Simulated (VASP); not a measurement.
NaCl, 2 atoms in the cell. Symmetry: Pm-3m, No. 221, cubic system. Conventional cell: a = 3.502 Å, b = 3.502 Å, c = 3.502 Å, α = 90.00°, β = 90.00°, γ = 90.00°. Cl (site symmetry m-3m) has 8 Na at 3.03 Å and 6 Cl at 3.50 Å within 4.0 Å. Na (site symmetry m-3m) has 8 Cl at 3.03 Å and 6 Na at 3.50 Å within 4.0 Å. 

```yaml
Program: VASP 6.6.1
Task: elastic constants
Functional: PBEsol
Potentials_or_basis: VASP PAW PBE potentials, release 64 (Cl, Na_pv)
Cutoff: 600 eV
k_mesh: 6 × 6 × 6
Occupations: fermi-dirac, width 0.05 eV
Spin: no spin polarisation
Dipole_correction: no
Ions_in_elastic_constants: relaxed
Further_INCAR_settings: ALGO = Normal; EDIFF = 1e-08; IBRION = 6; POTIM = 0.015; NSW = 1; ISIF = 3
```

Potentials or basis: VASP PAW PBE potentials, release 64 (Cl, Na_pv).

Command:

```console
$ cat potpaw_PBE.64/Cl/POTCAR potpaw_PBE.64/Na_pv/POTCAR > POTCAR
$ mpirun -np 1 vasp_std > vasp.out
```

Hardware: 1 thread of Intel Xeon 8259CL, on a shared host.

**Question.** Estimate the wall time of this run.

**Answer.** Run time: 7.8 min on 1 thread of Intel Xeon 8259CL, with other jobs on the host, peak memory 0.21 GiB. Counts: scf iterations 174, k points 20.
